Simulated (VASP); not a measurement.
Input of a VASP 6.6.1 run:

POSCAR

```
KCl
1.0
    3.8391960000      0.0000000000      0.0000000000
    0.0000000000      3.8391960000      0.0000000000
    0.0000000000      0.0000000000      3.8391960000
K Cl
1 1
Direct
    0.0000000000      0.0000000000      0.0000000000
    0.5000000000      0.5000000000      0.5000000000
```

Contents of INCAR.step1:

```
PREC = Accurate
ENCUT = 520
ISMEAR = -1
SIGMA = 0.1
LREAL = F
LASPH = T
NELM = 100
NBANDS = 15
GGA = PE
ALGO = Normal
EDIFF = 1E-4
LWAVE = T
LCHARG = F
```

INCAR.step2

```
PREC = Accurate
ENCUT = 520
EDIFF = 1E-6
ISMEAR = -1
SIGMA = 0.1
LREAL = F
LASPH = T
NELM = 100
ALGO = Normal
ISIF = 2
LWAVE = F
LCHARG = F
METAGGA = R2SCAN
LMIXTAU = T
NBANDS = 15
ISTART = 1
```

The input KPOINTS:

```
Automatic mesh
0
Gamma
  6 6 6
  0.5 0.5 0.5
```

Potentials or basis: VASP PAW PBE potentials, release 64 (K_sv, Cl).

Command:

```sh
$ cat potpaw_PBE.64/K_sv/POTCAR potpaw_PBE.64/Cl/POTCAR > POTCAR
$ cp INCAR.step1 INCAR
$ mpirun -np 1 vasp_std > vasp.out
$ cp INCAR.step2 INCAR
$ mpirun -np 1 vasp_std > vasp.out
```

(1) Estimate the band gap on the k mesh.

(2) Estimate the pressure.

## Answers

(1) 6.17 eV, indirect (least direct gap 6.33 eV).

(2) -1.1 GPa.

Caveat: the PAW data sets were made with another functional, which shifts forces and pressure a little.
